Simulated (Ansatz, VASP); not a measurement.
Two plane-wave programs on LiCl

```
CELL_PARAMETERS angstrom
0.00000 2.54919 2.54919
2.54919 0.00000 2.54919
2.54919 2.54919 0.00000
ATOMIC_POSITIONS crystal
Li 0.00000 0.00000 0.00000
Cl 0.50000 0.50000 0.50000
```

Alike in both runs: task single point; functional r2SCAN; k mesh 9 × 9 × 9; no spin polarisation.

|  | VASP | Ansatz |
| --- | --- | --- |
| version | VASP 6.6.1 | Ansatz 0.2.0 |
| potentials or method | VASP PAW PBE potentials, release 64 (Li_sv, Cl), cutoff 520 eV | PAW plane waves |
| occupations | methfessel-paxton of order 1, width 0.2205 eV | cold, width 0.2205 eV |
| valence electrons in the cell | 10 | 10 |

|  | VASP | Ansatz | Ansatz less VASP |
| --- | --- | --- | --- |
| gap on the k mesh at the Fermi level (eV) | 7.41 | 7.34 | -0.071 |

VASP's potentials were made for PBE, not for r2SCAN.

Noted on VASP's run: the cutoff is short for stress, so the pressure is rough.
